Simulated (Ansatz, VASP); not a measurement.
# Two plane-wave programs on O

INCAR

```
PREC     = Accurate       # precision mode
ENCUT    = 520            # plane-wave cutoff, eV
EDIFF    = 1E-7           # SCF threshold, eV
ISMEAR   = 0              # smearing method
SIGMA    = 0.15           # smearing width, eV
LREAL    = F              # projectors in reciprocal space
LASPH    = T              # aspherical terms in the spheres
NELM     = 100            # most SCF steps
ALGO     = Normal         # electronic algorithm
ISIF     = 2              # what is computed and relaxed
LWAVE    = F              # write WAVECAR
LCHARG   = F              # write CHGCAR
GGA      = CA             # functional
NBANDS   = 13             # bands
```

File KPOINTS:

```
regular mesh
0
Gamma
  22 22 22
```

Contents of POSCAR:

```
O
1.0
    0.0000000000      1.5843530486      3.4635546785
    1.5741248961      0.0000000000      3.4635546785
    1.5741248961      1.5843530486      0.0000000000
O
2
Direct
    0.0808467867      0.0808467867      0.9191532133
    0.9191532133      0.9191532133      0.0808467867
```

Input for Ansatz:

```yaml
crystal:
  lattice:
    - [0.0, 1.5843530486, 3.4635546785]
    - [1.5741248961, 0.0, 3.4635546785]
    - [1.5741248961, 1.5843530486, 0.0]
  atoms:
    - { symbol: O, position: [0.0808467867, 0.0808467867, 0.9191532133] }
    - { symbol: O, position: [0.9191532133, 0.9191532133, 0.0808467867] }
basis:
  ecutwfc: 520.0
kpoints:
  mp_grid: { grid: [22, 22, 22] }
hamiltonian:
  xc: lda
scf:
  occupations: { method: gaussian, width: 0.15 }
output:
  forces: true
  stress: true
  eigenvalues: true
  write_density: true
  write_potential: true
  elf: true
  volumetric_format: npy
```

Change from the starting cell: volume 8.638 Å^3 an atom, stretch along c over the lengths across it, relative to the relaxed cell 0.9606.

Alike in both runs: task single point; functional LDA; k mesh 22 × 22 × 22; occupations gaussian, width 0.15 eV; no spin polarisation.

|  | VASP | Ansatz |
| --- | --- | --- |
| version | VASP 6.6.1 | Ansatz 0.2.0 |
| potentials or method | VASP PAW LDA potentials, release 64 (O), cutoff 520 eV | scalar-relativistic, plane waves, PAW |
| valence electrons in the cell | 12 | 12 |

|  | VASP | Ansatz | Ansatz less VASP |
| --- | --- | --- | --- |
| gap on the k mesh at the Fermi level (eV) | none | none | - |
| rms of the force components (eV/Å) | 6.305 | 4.215 | -2.0894 |

LDA's correlation is that of Perdew and Zunger in VASP and of Perdew and Wang (1992) in Ansatz. Atom by atom the forces differ by 2.089 eV/Å (rms over components). A gap of «none» marks a metal or a gap that the smearing closes.

Noted on VASP's run: the standard files for N, O and F lose accuracy on very short bonds; spin is off for a triplet molecule.
